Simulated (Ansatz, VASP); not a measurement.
**Two plane-wave programs on Ca**

```
Ca
1.0
     1.96906   -6.75570    0.00000
     1.96906    6.75570    0.00000
     0.00000    0.00000    6.39379
Ca
4
Cartesian
  1.9691 4.9736 6.3929
  1.9691 -1.7821 3.1977
  1.9691 -4.9736 0.0009
  1.9691 1.7821 3.1960
```

Alike in both runs: functional PBE; k mesh 4 × 4 × 4; occupations gaussian, width 0.1 eV; no spin polarisation.

Ansatz relaxed the structure, and its values are those at the end. VASP's run is a single point on that final structure, the one shown.

```csv
,VASP,Ansatz
version,VASP 6.6.1,Ansatz 0.2.0
potentials or method,"VASP PAW PBE potentials, release 64 (Ca_sv), cutoff 520 eV","scalar-relativistic, plane waves, PAW"
valence electrons in the cell,40,40
```

|  | VASP | Ansatz | Ansatz less VASP |
| --- | --- | --- | --- |
| gap on the k mesh at the Fermi level (eV) | none | none | - |
| pressure (GPa) | 0.2 | 0.2 | -0.01 |
| rms of the force components (eV/Å) | 0.012 | 0.013 | +0.0010 |

A gap of «none» marks a metal or a gap that the smearing closes. The functional is the same, so the differences come from potentials, cutoffs and numerics.

The k mesh is coarse, so the values compare programs but aren't converged.
